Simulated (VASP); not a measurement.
A run of VASP 6.6.1 is set up as follows.

INCAR

```
ALGO = Normal ; EDIFF = 1E-6
ENCUT = 520 ; GGA = PS
ISIF = 2 ; ISMEAR = -1
LASPH = T ; LCHARG = F
LREAL = Auto ; LWAVE = F
NBANDS = 68 ; NELECT = 110.0
NELM = 80 ; PREC = Accurate
SIGMA = 0.05
```

Contents of KPOINTS:

```
Automatic mesh
0
Gamma
  2 2 2
  0.5 0.5 0.5
```

Contents of POSCAR:

```
Cd4Si4P9
1.0
    5.6447280000     -0.0000310000     -0.0000140000
   -0.0000310000      5.6447280000     -0.0000140000
   -0.0000250000     -0.0000250000     10.5006290000
Cd Si P
4 4 9
Direct
    0.0079570000      0.9880050000      0.0004110000
    0.0122220000      0.4998360000      0.2600320000
    0.5044890000      0.0023160000      0.7468640000
    0.4888960000      0.4969450000      0.5036990000
    0.9900040000      0.9889840000      0.5046260000
    0.4954150000      0.9921940000      0.2431590000
    0.4908240000      0.5044400000      0.0053070000
    0.0073210000      0.4963050000      0.7447750000
    0.2896610000      0.2537600000      0.1210300000
    0.0554900000      0.1041050000      0.6304860000
    0.7083790000      0.7510880000      0.1255700000
    0.7594320000      0.1977500000      0.3729760000
    0.2414890000      0.7967690000      0.3748860000
    0.2467460000      0.7083200000      0.8746610000
    0.7889900000      0.7485080000      0.6211510000
    0.7505020000      0.2829460000      0.8704540000
    0.3508930000      0.3896660000      0.6288050000
```

Potentials or basis: VASP PAW PBE potentials, release 64 (Cd, Si, P).

Launch:

```console
$ cat potpaw_PBE.64/Cd/POTCAR potpaw_PBE.64/Si/POTCAR potpaw_PBE.64/P/POTCAR > POTCAR
$ mpirun -np 1 vasp_std > vasp.out
```

Problem. Estimate the largest force.

Solution. 40.447 eV/Å.

Forces on the atoms (eV/Å):
```
Cd   -0.270   0.495  -0.063
Cd   -0.428  -0.230  -0.504
Cd   -0.423  -0.264   0.168
Cd   16.821  12.771 -28.648
Si   -9.043 -16.081 -34.293
Si   -0.058   0.873   0.736
Si    0.801  -0.148  -1.045
Si    0.797  -0.220  -0.408
P    -0.156  -0.420   0.517
P    10.543  17.565  34.875
P     0.165  -0.556  -0.103
P    -1.123  -0.178  -0.932
P     1.022   0.288  -0.784
P     0.121   0.414   0.446
P    -0.497  -1.591   0.105
P     0.412   0.851   1.035
P   -18.684 -13.570  28.897
```

Caveat: the k points lie up to 0.56 Å⁻¹ apart; the cell carries a net charge on a neutralising background, which shifts energy and pressure; atoms lie so close that the PAW spheres overlap strongly, which falsifies energies and pressures; the PAW data sets were made with another functional, which shifts forces and pressure a little.
